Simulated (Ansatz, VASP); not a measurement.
**Ba2Sr: VASP beside Ansatz**

```
Ba Sr
1.0
     0.00000   -4.26477    0.00000
     4.26477    0.00000    0.00000
    -2.13238    2.13238   20.43299
Ba Sr
4 2
Direct
  0.42072 0.42072 0.84144
  0.17072 0.67072 0.34144
  0.32928 0.82928 0.65856
  0.57928 0.57928 0.15856
  0.00000 0.00000 0.00000
  0.75000 0.25000 0.50000
```

Alike in both runs: functional PBE; k mesh 4 × 4 × 4; occupations gaussian, width 0.1 eV; no spin polarisation.

Ansatz relaxed the structure, and its values are those at the end. VASP's run is a single point on that final structure, the one shown.

|  | VASP | Ansatz |
| --- | --- | --- |
| version | VASP 6.6.1 | Ansatz 0.2.0 |
| potentials or method | VASP PAW PBE potentials, release 64 (Ba_sv, Sr_sv), cutoff 520 eV | scalar-relativistic, plane waves, PAW |
| valence electrons in the cell | 60 | 60 |

|  | VASP | Ansatz | Ansatz less VASP |
| --- | --- | --- | --- |
| gap on the k mesh at the Fermi level (eV) | none | none | - |
| pressure (GPa) | 0.1 | 0.1 | -0.03 |
| rms of the force components (eV/Å) | 0.007 | 0.007 | +0.0005 |

A gap of «none» marks a metal or a gap that the smearing closes.

The k mesh is coarse, so the values compare programs but aren't converged. Neither program's run includes spin-orbit coupling.
